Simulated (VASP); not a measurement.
# Mo3As4 (R-3) in VASP: single point with LDA

Aim: the single point of Mo3As4 with LDA.

All numbers are computed with VASP 6.6.1; they aren't measurements. Logs are shortened: lines on timing, memory, paths and dates and some standing lists are left out, and cuts for length are marked.

## 1. The cell of the first run

Symmetry: R-3, No. 148, trigonal system. Conventional cell: a = 9.188 Å, b = 9.188 Å, c = 10.537 Å, α = 90.00°, β = 90.00°, γ = 120.00°. Within 3.2 Å of Mo (site symmetry 1) lie 4 Mo at 2.44 to 2.51 Å and 5 As at 2.45 to 2.54 Å. Within 3.3 Å of As (site symmetry 3) lie 3 Mo at 2.47 Å and 3 As at 3.22 Å. As (site symmetry 1) has 4 Mo at 2.45 to 2.54 Å within 3.2 Å.

## 2. Single point, LDA

The input, INCAR:

```
SYSTEM = Mo3As4
ALGO = Normal
EDIFF = 1E-6
ENCUT = 520
GGA = CA
ISIF = 2
ISMEAR = -1
LASPH = .TRUE.
LCHARG = .FALSE.
LREAL = .FALSE.
LUSENCCL = .FALSE.
LWAVE = .FALSE.
NBANDS = 75
NELM = 100
PREC = Accurate
SIGMA = 0.0202
```

The input, KPOINTS:

```
k-points
0
G
  5 5 5
  0 0 0
```

The input, POSCAR:

```
Mo3As4
1.0
    4.5940160000      2.6523530000      3.5124930000
   -4.5940160000      2.6523530000      3.5124930000
    0.0000000000     -5.3047150000      3.5124930000
Mo As
6 8
Direct
    0.9552100000      0.2599100000      0.0815200000
    0.0815200000      0.9552100000      0.2599100000
    0.2599100000      0.0815200000      0.9552100000
    0.0447900000      0.7400900000      0.9184800000
    0.9184800000      0.0447900000      0.7400900000
    0.7400900000      0.9184800000      0.0447900000
    0.2911200000      0.2911200000      0.2911200000
    0.7088800000      0.7088800000      0.7088800000
    0.8774200000      0.6185600000      0.2449900000
    0.2449900000      0.8774200000      0.6185600000
    0.6185600000      0.2449900000      0.8774200000
    0.1225800000      0.3814400000      0.7550100000
    0.7550100000      0.1225800000      0.3814400000
    0.3814400000      0.7550100000      0.1225800000
```

Potentials or basis: VASP PAW LDA potentials, release 64 (Mo_sv, As).

The run is started by

```console
> cat potpaw_LDA.64/Mo_sv/POTCAR potpaw_LDA.64/As/POTCAR > POTCAR
> mpirun -np 1 vasp_std > vasp.out
```

OUTCAR:

```text
SYSTEM = Mo3As4
   EDIFF = 1E-6
   ENCUT = 520
   GGA = CA
   ISIF = 2
   ISMEAR = -1
   LASPH = .TRUE.
   LREAL = .FALSE.
   NELM = 100
   PREC = Accurate

 ion  position               nearest neighbor table
   1  0.955  0.260  0.082-   2 2.44   3 2.44  11 2.45   7 2.47  13 2.51  12 2.51   6 2.51   5 2.51
                             9 2.54   4 3.30
   2  0.082  0.955  0.260-   3 2.44   1 2.44   9 2.45   7 2.47  14 2.51  13 2.51   6 2.51   4 2.51
                            10 2.54   5 3.30
   3  0.260  0.082  0.955-   2 2.44   1 2.44  10 2.45   7 2.47  12 2.51  14 2.51   4 2.51   5 2.51
                            11 2.54   6 3.30
   4  0.045  0.740  0.918-   5 2.44   6 2.44  14 2.45   8 2.47  10 2.51   9 2.51   3 2.51   2 2.51
                            12 2.54   1 3.30
   5  0.918  0.045  0.740-   6 2.44   4 2.44  12 2.45   8 2.47  11 2.51  10 2.51   3 2.51   1 2.51
                            13 2.54   2 3.30
   6  0.740  0.918  0.045-   5 2.44   4 2.44  13 2.45   8 2.47   9 2.51  11 2.51   1 2.51   2 2.51
                            14 2.54   3 3.30
   7  0.291  0.291  0.291-   2 2.47   1 2.47   3 2.47
   8  0.709  0.709  0.709-   5 2.47   4 2.47   6 2.47
   9  0.877  0.619  0.245-   2 2.45   6 2.51   4 2.51   1 2.54
  10  0.245  0.877  0.619-   3 2.45   4 2.51   5 2.51   2 2.54
  11  0.619  0.245  0.877-   1 2.45   5 2.51   6 2.51   3 2.54
  12  0.123  0.381  0.755-   5 2.45   3 2.51   1 2.51   4 2.54
  13  0.755  0.123  0.381-   6 2.45   1 2.51   2 2.51   5 2.54
  14  0.381  0.755  0.123-   4 2.45   2 2.51   3 2.51   6 2.54

  LATTYP: Found a trigonal (rhomboedric) cell.
 ALAT       =     6.3622015298
 COS(alpha) =    -0.0427982442

  Lattice vectors:

 A1 = (   4.5940160000,   2.6523530000,   3.5124930000)
 A2 = (  -4.5940160000,   2.6523530000,   3.5124930000)
 A3 = (   0.0000000000,  -5.3047150000,   3.5124930000)

Analysis of symmetry for initial positions (statically):
=====================================================================
 Subroutine PRICEL returns:
 Original cell was already a primitive cell.

 Routine SETGRP: Setting up the symmetry group for a
 trigonal (rhombohedral) supercell.

 Subroutine GETGRP returns: Found  6 space group operations
 (whereof  6 operations were pure point group operations)
 out of a pool of 12 trial point group operations.

The static configuration has the point symmetry S_6 .

Analysis of symmetry for dynamics (positions and initial velocities):
=====================================================================
 Subroutine PRICEL returns:
 Original cell was already a primitive cell.

 Routine SETGRP: Setting up the symmetry group for a
 trigonal (rhombohedral) supercell.

 Subroutine GETGRP returns: Found  6 space group operations
 (whereof  6 operations were pure point group operations)
 out of a pool of 12 trial point group operations.

The dynamic configuration has the point symmetry S_6 .

 Subroutine INISYM returns: Found  6 space group operations
 (whereof  6 operations are pure point group operations),
 and found     1 'primitive' translations

----------------------------------------------------------------------------------------

                                     Primitive cell

  volume of cell :     256.7976

  direct lattice vectors                    reciprocal lattice vectors
     4.594016000  2.652353000  3.512493000     0.108837235  0.062837216  0.094899412
    -4.594016000  2.652353000  3.512493000    -0.108837235  0.062837216  0.094899412
     0.000000000 -5.304715000  3.512493000     0.000000000 -0.125674432  0.094899251

  length of vectors
     6.362198246  6.362198246  6.362201530     0.157480024  0.157480024  0.157479938

  position of ions in fractional coordinates (direct lattice)
     0.955210000  0.259910000  0.081520000
     0.081520000  0.955210000  0.259910000
     0.259910000  0.081520000  0.955210000
     0.044790000  0.740090000  0.918480000
     0.918480000  0.044790000  0.740090000
     0.740090000  0.918480000  0.044790000
     0.291120000  0.291120000  0.291120000
[... 26 lines left out ...]

 KPOINTS: k-points

Automatic generation of k-mesh.
 Grid dimensions read from file:
 generate k-points for:    5    5    5

 Generating k-lattice:

  Cartesian coordinates                     Fractional coordinates (reciprocal lattice)
     0.021767447  0.012567443  0.018979882     0.200000000 -0.000000000  0.000000000
    -0.021767447  0.012567443  0.018979882    -0.000000000  0.200000000  0.000000000
     0.000000000 -0.025134886  0.018979850    -0.000000000 -0.000000000  0.200000000

  Length of vectors
     0.031496005  0.031496005  0.031495988

  Shift w.r.t. Gamma in fractional coordinates (k-lattice)
     0.000000000  0.000000000  0.000000000

 Subroutine IBZKPT returns following result:
 ===========================================

 Found     23 irreducible k-points:

 Following reciprocal coordinates:
            Coordinates               Weight
  0.000000  0.000000  0.000000      1.000000
  0.200000  0.000000  0.000000      6.000000
  0.400000  0.000000  0.000000      6.000000
  0.200000  0.200000  0.000000      6.000000
  0.400000  0.200000  0.000000      6.000000
 -0.400000  0.000000 -0.200000      6.000000
[... 15 lines left out ...]
  0.400000  0.400000  0.400000      2.000000
 -0.400000  0.400000  0.400000      6.000000
   k-points           NKPTS =     23   k-points in BZ     NKDIM =     23   number of bands    NBANDS=     75
   number of dos      NEDOS =    301   number of ions     NIONS =     14
   total plane-waves  NPLWV = 110592
   dimension x,y,z NGX =    48 NGY =   48 NGZ =   48
   dimension x,y,z NGXF=    96 NGYF=   96 NGZF=   96
   ions per type =               6   8
   NGX,Y,Z   is equivalent  to a cutoff of  12.54, 12.54, 12.54 a.u.
   NGXF,Y,Z  is equivalent  to a cutoff of  25.09, 25.09, 25.09 a.u.
 SYSTEM =  Mo3As4
   PREC   = accura    normal or accurate (medium, high low for compatibility)
   ISTART =      0    job   : 0-new  1-cont  2-samecut
   ICHARG =      2    charge: 1-file 2-atom 10-const
   ISPIN  =      1    spin polarized calculation?
   LNONCOLLINEAR =      F non collinear calculations
   LSORBIT =      F    spin-orbit coupling
   LASPH  =      T    aspherical Exc in radial PAW
   ENCUT  =  520.0 eV  38.22 Ry    6.18 a.u.  11.83 11.83 11.83*2*pi/ulx,y,z
   NELM   =    100;   NELMIN=  2; NELMDL= -5     # of ELM steps
   EDIFF  = 0.1E-05   stopping-criterion for ELM
   LREAL  =      F    real-space projection
   EDIFFG = 0.1E-04   stopping-criterion for IOM
   NSW    =      0    number of steps for IOM
   IBRION =     -1    ionic relax: 0-MD 1-quasi-New 2-CG
   NFREE  =      0    steps in history (QN), initial steepest desc. (CG)
   ISIF   =      2    stress and relaxation
   ISYM   =      2    0-nonsym 1-usesym 2-fastsym
   POTIM  = 0.5000    time-step for ionic-motion
   TEBEG  =    0.0;   TEEND  =   0.0 temperature during run
   PSTRESS=    0.0 pullay stress
   NELECT =     124.0000    total number of electrons
   NUPDOWN=      -1.0000    fix difference up-down
   EMIN   =  10.00;   EMAX   =-10.00  energy-range for DOS
   EFERMI =   0.00;   METHOD = LEGACY
   ISMEAR =    -1;   SIGMA  =   0.02  broadening in eV -4-tet -1-fermi 0-gaus
   EFERMI_NEDOS =   21; number of points for ismear=-14 and -15
   IALGO  =     38    algorithm
   IMIX   =      4    mixing-type and parameters
     AMIX     =   0.40;   BMIX     =  1.00
     AMIX_MAG =   1.60;   BMIX_MAG =  1.00
  volume/ion in A,a.u.               =      18.34       123.78
  Fermi-wavevector in a.u.,A,eV,Ry     =   1.284355  2.427079 22.443729  1.649568
  Thomas-Fermi vector in A             =   2.416554
   LORBIT       =      0    0 simple, 1 ext, 2 COOP (PROOUT), +10 PAW based schemes
   GGA     = CA    functional components
   LHFCALC =     F    Hartree Fock is set to
   AEXX    =    0.0000 exact exchange contribution
   IVDW    =     0    specifies the selected vdW correction
   LEPSILON=     F    determine dielectric tensor
   LRPA    =     F    only Hartree local field effects (RPA)
 non-spin polarized calculation
  energy-cutoff  :      520.00
  volume of cell :      256.80
 maximum number of plane-waves:      6935
   NGX = 23   NGY = 23   NGZ = 23

 number of electron     124.0000007 magnetization

 Free energy of the ion-electron system (eV)
  ---------------------------------------------------
  ext. energy  EPLUGINS =         0.00000000
  ---------------------------------------------------
  free energy    TOTEN  =      -111.30382565 eV

  energy without entropy =     -111.28733146  energy(sigma->0) =     -111.29557856

 E-fermi :   7.2365     XC(G=0): -11.3329

 val. band max:        7.2360955768   @ k =  -0.4000   0.4000   0.2000
 cond. band min:       7.2425000106   @ k =  -0.4000  -0.4000   0.2000
 fundamental gap:      0.0064044338
 Fermi energy:         7.2365499157

 k-point     1 :       0.0000    0.0000    0.0000
  band No.  band energies     occupation
      1     -52.8626      2.00000
      2     -52.5490      2.00000
      3     -52.4650      2.00000
      4     -52.4650      2.00000
      5     -52.3178      2.00000
      6     -52.3178      2.00000
[... 1760 lines left out ...]
     73      10.6293      0.00000
     74      10.8007      0.00000
 [bands above 74 left out]

------------------------ aborting loop because EDIFF is reached ----------------------------------------

  FORCE on cell =-STRESS in cart. coord.  units (eV):
  Direction    XX          YY          ZZ          XY          YZ          ZX
  --------------------------------------------------------------------------------------
  -------------------------------------------------------------------------------------
  Total       34.4291762     34.4291665     38.6596102     -0.0000000     -0.0000330     -0.0000000
  in kB      214.8058862    214.8058256    241.1998407     -0.0000001     -0.0002060     -0.0000000
  external PRESSURE =     223.6038508 kB  Pullay stress =       0.0000000 kB

 VOLUME and BASIS-vectors are now :
 -----------------------------------------------------------------------------
  energy-cutoff  :      520.00
  volume of cell :      256.80
      direct lattice vectors                 reciprocal lattice vectors
     4.594016000  2.652353000  3.512493000     0.108837235  0.062837216  0.094899412
    -4.594016000  2.652353000  3.512493000    -0.108837235  0.062837216  0.094899412
     0.000000000 -5.304715000  3.512493000     0.000000000 -0.125674432  0.094899251

 POSITION                                       TOTAL-FORCE (eV/Angst)
 -----------------------------------------------------------------------------------
      3.19422      2.79049      4.55444        -5.723826      0.897955      3.462807
     -4.01375      1.37103      4.55444         2.084258     -5.405960      3.462807
      0.81953     -4.16152      4.55444         3.639567      4.507996      3.462807
     -3.19422     -2.79050      5.98304         5.723826     -0.897955     -3.462807
      4.01375     -1.37103      5.98304        -2.084258      5.405960     -3.462807
     -0.81953      4.16151      5.98304        -3.639567     -4.507996     -3.462807
      0.00000     -0.00000      3.06767        -0.000000     -0.000002      2.609785
      0.00000     -0.00001      7.46981        -0.000000      0.000002     -2.609785
      1.18921      2.66826      6.11514         0.926212     -1.685877     -0.631590
     -2.90539     -0.30426      6.11514         0.996907      1.645062     -0.631590
      1.71619     -2.36402      6.11514        -1.923118      0.040817     -0.631590
     -1.18921     -2.66827      4.42233        -0.926212      1.685877      0.631590
      2.90539      0.30425      4.42233        -0.996907     -1.645062      0.631590
     -1.71619      2.36401      4.42233         1.923118     -0.040817      0.631590
 -----------------------------------------------------------------------------------
    total drift:                                0.000000     -0.000000      0.000000

  FREE ENERGIE OF THE ION-ELECTRON SYSTEM (eV)
  ---------------------------------------------------
  free  energy   TOTEN  =      -111.3038256548 eV

  energy  without entropy=     -111.2873314574  energy(sigma->0) =     -111.29557856
```

Run time: 2.6 min. Hardware: 1 × NVIDIA H100 80GB with 1 thread of AMD EPYC 7R13 (Zen 3), shared host; peak memory 1.5 GiB.

Results:

* Free energy: -111.3038 eV
* Pressure: 22.4 GPa
* Largest force: 6.750 eV/Å
* Band gap on the k mesh: zero (band 62 reaches 7.37 eV, above the bottom of band 63 at 6.86 eV)

Forces on the atoms (eV/Å):
```
Mo  -5.724  0.898  3.463
Mo   2.084 -5.406  3.463
Mo   3.640  4.508  3.463
Mo   5.724 -0.898 -3.463
Mo  -2.084  5.406 -3.463
Mo  -3.640 -4.508 -3.463
As   0.000  0.000  2.610
As   0.000  0.000 -2.610
As   0.926 -1.686 -0.632
As   0.997  1.645 -0.632
As  -1.923  0.041 -0.632
As  -0.926  1.686  0.632
As  -0.997 -1.645  0.632
As   1.923 -0.041  0.632
```

Caveat: forces of over 1 eV/Å act on the atoms, so gaps and moduli don't describe the material at rest.
